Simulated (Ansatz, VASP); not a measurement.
## MoH3 in VASP and in Ansatz

```
H Mo
1.0
     3.52945    0.00000    0.00000
     0.00000    3.52945    0.00000
     0.00000    0.00000    3.52945
H Mo
3 1
Direct
  0.00000 0.50000 0.50000
  0.50000 0.00000 0.50000
  0.50000 0.50000 0.00000
  0.00000 0.00000 0.00000
```

Change from the starting cell: species swapped into the Gd3Ga type (Pm-3m, No. 221).

Alike in both runs: task relaxation of cell and atoms; functional PBE; k mesh 6 × 6 × 6; occupations gaussian, width 0.1 eV; no spin polarisation.

|  | VASP | Ansatz |
| --- | --- | --- |
| version | VASP 6.6.1 | Ansatz 0.2.0 |
| potentials or method | VASP PAW PBE potentials, release 64 (H, Mo_sv), cutoff 600 eV | scalar-relativistic, plane waves, PAW |
| valence electrons in the cell | 17 | 17 |

```csv
,VASP,Ansatz,Ansatz less VASP
"gap on the k mesh at the Fermi level, each at its own relaxed structure (eV)",none,none,-
relaxed volume (Å³/atom),6.15,6.14,-0.013
relaxed cell length with the largest relative difference (Å),2.909,2.907,-0.0020
```

A gap of «none» marks a metal or a gap that the smearing closes.

Noted on VASP's run: the volume moved by over 15 % at a fixed basis, so the end points are rough.
